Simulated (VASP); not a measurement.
Input of a VASP 6.6.1 run:

File INCAR:

```
SYSTEM = SiO2
PREC = Accurate
ENCUT = 520
EDIFF = 1E-6
ISMEAR = 0
SIGMA = 0.05
LREAL = .FALSE.
LASPH = .TRUE.
NELM = 60
ALGO = Normal
ISIF = 2
LWAVE = .FALSE.
LCHARG = .FALSE.
GGA = CA
NBANDS = 25
```

The input KPOINTS:

```
regular mesh
0
G
  6 6 8
  0 0 0
```

File POSCAR:

```
SiO2
1.0
    4.1801000000      0.0000000000      0.0000000000
    0.0000000000      4.1801000000      0.0000000000
    0.0000000000      0.0000000000      2.3420000000
Si O
2 4
Direct
    0.5000000000      0.5000000000      0.5000000000
    0.0000000000      0.0000000000      0.0000000000
    0.6944252994      0.6944252994      0.0000000000
    0.1944252994      0.8055747006      0.5000000000
    0.3055747006      0.3055747006      0.0000000000
    0.8055747006      0.1944252994      0.5000000000
```

Potentials or basis: VASP PAW LDA potentials, release 64 (Si, O).

Launch:

```bash
$ cat potpaw_LDA.64/Si/POTCAR potpaw_LDA.64/O/POTCAR > POTCAR
$ mpirun -np 1 vasp_std > vasp.out
```

(1) What does it give for the largest force?

(2) Estimate the band gap on the k mesh.

## Answers

(1) 0.830 eV/Å.

(2) 7.93 eV, direct.
